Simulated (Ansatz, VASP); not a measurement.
## C: VASP beside Ansatz

The input INCAR:

```
ALGO = Normal
EDIFF = 1E-6
EDIFFG = -0.005
ENCUT = 600
GGA = PE
IBRION = 2
ISIF = 3
ISMEAR = 0
LASPH = True
LCHARG = False
LREAL = False
LWAVE = False
NELM = 100
NSW = 100
PREC = Accurate
SIGMA = 0.1
```

KPOINTS

```
k-points
0
Gamma
  21 21 6
```

Contents of POSCAR:

```
C
1.0
    1.2332770928     -2.1360444485      0.0000000000
    1.2332770928      2.1360444485      0.0000000000
    0.0000000000      0.0000000000      8.7070207245
C
4
Direct
    0.0833329406      0.9166670594      0.7503043452
    0.5833329406      0.4166670594      0.2496956548
    0.9166670594      0.0833329406      0.2496956548
    0.4166670594      0.5833329406      0.7503043452
```

Input for Ansatz:

```yaml
crystal:
  lattice:
    - [1.2332770792, -2.1360444277, 0.0]
    - [1.2332770792, 2.1360444277, 0.0]
    - [0.0, 0.0, 8.7070252276]
  atoms:
    - { symbol: C, position: [0.0833329399, 0.9166670601, 0.7503055397] }
    - { symbol: C, position: [0.5833329399, 0.4166670601, 0.2496944603] }
    - { symbol: C, position: [0.9166670601, 0.0833329399, 0.2496944603] }
    - { symbol: C, position: [0.4166670601, 0.5833329399, 0.7503055397] }
basis:
  ecutwfc: 520.0
kpoints:
  mp_grid: { grid: [21, 21, 6] }
hamiltonian:
  xc: pbe
  pseudopotentials: { kind: paw, azcp: { folder: soft_1 } }
scf:
  occupations: { method: gaussian, width: 0.1 }
output:
  forces: true
  stress: true
  eigenvalues: true
  write_density: true
  write_potential: true
  elf: true
  volumetric_format: npy
relax:
  adjacent_minimum: "off"
  f_tol: 0.005
  max_steps: 80
  cell: { stress_tol: 0.05 }
```

Alike in both runs: task relaxation of cell and atoms; functional PBE; k mesh 21 × 21 × 6; occupations gaussian, width 0.1 eV; no spin polarisation.

|  | VASP | Ansatz |
| --- | --- | --- |
| version | VASP 6.6.1 | Ansatz 0.2.0 |
| potentials or method | VASP PAW PBE potentials, release 64 (C), cutoff 600 eV | scalar-relativistic, plane waves, PAW |
| valence electrons in the cell | 16 | 16 |

Ansatz gave:

```
gap on the k mesh at the Fermi level, each at its own relaxed structure (eV) : none
relaxed volume (Å³/atom)                                                     : 11.47
relaxed cell length with the largest relative difference (Å)                 : 8.707
```

Task: What did VASP give for the same quantities?

Result: gap on the k mesh at the Fermi level, each at its own relaxed structure (eV): none; relaxed volume (Å³/atom): 10.48; relaxed cell length with the largest relative difference (Å): 7.960.

A gap of «none» marks a metal or a gap that the smearing closes. One of these differences is far larger than is usual between the two programs; its cause wasn't traced.
